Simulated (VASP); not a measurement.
# Ta4C3 (P4mm) in VASP: further runs, part 2 of 2

VASP 6.6.1. The steps go on from the part before.

## 3. Single point, PBEsol (the distance across one plane changed)

INCAR

```
ALGO = Normal ; EDIFF = 1E-7
ENCUT = 520 ; GGA = PS
ISIF = 2 ; ISMEAR = 0
LASPH = True ; LCHARG = False
LREAL = False ; LWAVE = False
NBANDS = 69 ; NELM = 60
PREC = Accurate ; SIGMA = 0.15
```

KPOINTS

```
k-points
0
Gamma
  9 9 5
```

POSCAR

```
Ta4C3
1.0
    0.0000000000     -4.4026022057      0.0000000000
    0.0000000000      0.0000000000     -4.4026022057
    9.8052044115      0.0000000000      0.0000000000
Ta C
8 6
Direct
    0.5000000000      0.5000000000      0.7857616768
    0.5000000000      0.5000000000      0.3367550044
    1.0000000000      0.5000000000      0.1122516681
    1.0000000000      0.5000000000      0.5612583406
    0.5000000000      1.0000000000      0.1122516681
    0.5000000000      1.0000000000      0.5612583406
    0.0000000000      0.0000000000      0.3367550044
    0.0000000000      0.0000000000      0.7857616768
    0.0000000000      1.0000000000      0.1122516681
    0.0000000000      1.0000000000      0.5612583406
    0.5000000000      1.0000000000      0.7857616768
    0.5000000000      1.0000000000      0.3367550044
    0.0000000000      0.5000000000      0.7857616768
    0.0000000000      0.5000000000      0.3367550044
```

Potentials or basis: VASP PAW PBE potentials, release 64 (Ta_pv, C).

Launch:

```
$ cat potpaw_PBE.64/Ta_pv/POTCAR potpaw_PBE.64/C/POTCAR > POTCAR
$ mpirun -np 1 vasp_std > vasp.out
```

OUTCAR:

```text
EDIFF = 1E-7
   ENCUT = 520
   GGA = PS
   ISIF = 2
   ISMEAR = 0
   LASPH = True
   LREAL = False
   NELM = 60
   PREC = Accurate

 ion  position               nearest neighbor table
   1  0.500  0.500  0.786-  11 2.20  13 2.20  11 2.20  13 2.20   6 3.11   4 3.11   4 3.11   6 3.11
                             8 3.11   8 3.11   8 3.11   8 3.11
   2  0.500  0.500  0.337-  12 2.20  14 2.20  12 2.20  14 2.20   6 3.11   4 3.11   4 3.11   6 3.11
[... 1955 lines left out ...]
 -----------------------------------------------------------------------------
  energy-cutoff  :      520.00
  volume of cell :      190.05
      direct lattice vectors                 reciprocal lattice vectors
     0.000000000 -4.402602206  0.000000000     0.000000000 -0.227138395  0.000000000
     0.000000000  0.000000000 -4.402602206     0.000000000  0.000000000 -0.227138395
     9.805204412  0.000000000  0.000000000     0.101986655  0.000000000  0.000000000

 POSITION                                       TOTAL-FORCE (eV/Angst)
 -----------------------------------------------------------------------------------
      7.70455     -2.20130     -2.20130         0.916077     -0.000000      0.000000
      3.30195     -2.20130     -2.20130        -0.492295      0.000000      0.000000
      1.10065      0.00000     -2.20130         0.550847     -0.000000     -0.000000
      5.50325      0.00000     -2.20130        -0.517556     -0.000000     -0.000000
      1.10065     -2.20130      0.00000         0.550847     -0.000000     -0.000000
      5.50325     -2.20130      0.00000        -0.517556     -0.000000     -0.000000
      3.30195      0.00000      0.00000         0.558714     -0.000000     -0.000000
      7.70455      0.00000      0.00000        -1.049617     -0.000000     -0.000000
      1.10065      0.00000      0.00000        -1.822104     -0.000000     -0.000000
      5.50325      0.00000      0.00000         1.014568     -0.000000     -0.000000
      7.70455     -2.20130      0.00000         1.290631     -0.000000     -0.000000
      3.30195     -2.20130      0.00000        -0.886594     -0.000000     -0.000000
      7.70455      0.00000     -2.20130         1.290631     -0.000000     -0.000000
      3.30195      0.00000     -2.20130        -0.886594     -0.000000     -0.000000
 -----------------------------------------------------------------------------------
    total drift:                                0.001346     -0.000000      0.000000

  FREE ENERGIE OF THE ION-ELECTRON SYSTEM (eV)
  ---------------------------------------------------
  free  energy   TOTEN  =      -162.0539587343 eV

  energy  without entropy=     -161.9679772434  energy(sigma->0) =     -162.01096799
```

OSZICAR:

```text
N       E                     dE             d eps       ncg     rms          rms(c)
DAV:   1     0.109922742075E+04    0.10992E+04   -0.60556E+04  6210   0.167E+03
DAV:   2    -0.103759794489E+03   -0.12030E+04   -0.11611E+04  6822   0.492E+02
DAV:   3    -0.182942254037E+03   -0.79182E+02   -0.76558E+02  7700   0.112E+02
[... 11 lines left out ...]
DAV:  15    -0.162053961406E+03    0.10987E-04   -0.86207E-05  7796   0.550E-02    0.159E-02
DAV:  16    -0.162053959564E+03    0.18419E-05   -0.15848E-05  7772   0.212E-02    0.651E-03
DAV:  17    -0.162053958960E+03    0.60458E-06   -0.26123E-06  7956   0.823E-03    0.242E-03
DAV:  18    -0.162053958828E+03    0.13207E-06   -0.46539E-07  6556   0.345E-03    0.123E-03
DAV:  19    -0.162053958734E+03    0.93369E-07   -0.74840E-08  4052   0.164E-03
   1 F= -.16205396E+03 E0= -.16201097E+03  d E =-.859815E-01
```

stdout:

```text
POSCAR found type information on POSCAR TaC
 POSCAR found :  2 types and      14 ions
 scaLAPACK will be used
 -----------------------------------------------------------------------------
|                                                                             |
|                                                                             |
|     You enforced a specific xc type in the INCAR file but a different       |
|     I HOPE YOU KNOW WHAT YOU ARE DOING!                                     |
|                                                                             |
 -----------------------------------------------------------------------------

 LDA part: xc-table for (Slater+PW92), standard interpolation
 POSCAR, INCAR and KPOINTS ok, starting setup
 FFT: planning ... GRIDC
 FFT: planning ... GRID_SOFT
 FFT: planning ... GRID
 WAVECAR not read
 entering main loop
```

Run time: 6.1 min. Hardware: 1 thread of Intel Xeon 6975P-C (Granite Rapids), shared host; peak memory 0.58 GiB.

Results:

```
Free energy            : -162.0540 eV
Pressure               : -9.3 GPa
Largest force          : 1.822 eV/Å
Band gap on the k mesh : zero (bands 56 and 57 overlap by 0.69 eV)
```

Forces on the atoms (eV/Å):
```
Ta   0.916  0.000  0.000
Ta  -0.492  0.000  0.000
Ta   0.551  0.000  0.000
Ta  -0.518  0.000  0.000
Ta   0.551  0.000  0.000
Ta  -0.518  0.000  0.000
Ta   0.559  0.000  0.000
Ta  -1.050  0.000  0.000
C   -1.822  0.000  0.000
C    1.015  0.000  0.000
C    1.291  0.000  0.000
C   -0.887  0.000  0.000
C    1.291  0.000  0.000
C   -0.887  0.000  0.000
```

Caveat: the cell differs from its parent crystal (the distance across one plane changed); the stress differs along the axes, from -15 to -7 GPa; the PAW data sets were made with another functional, which shifts forces and pressure a little; spin-orbit coupling is left out, which moves the levels of the heavy elements.
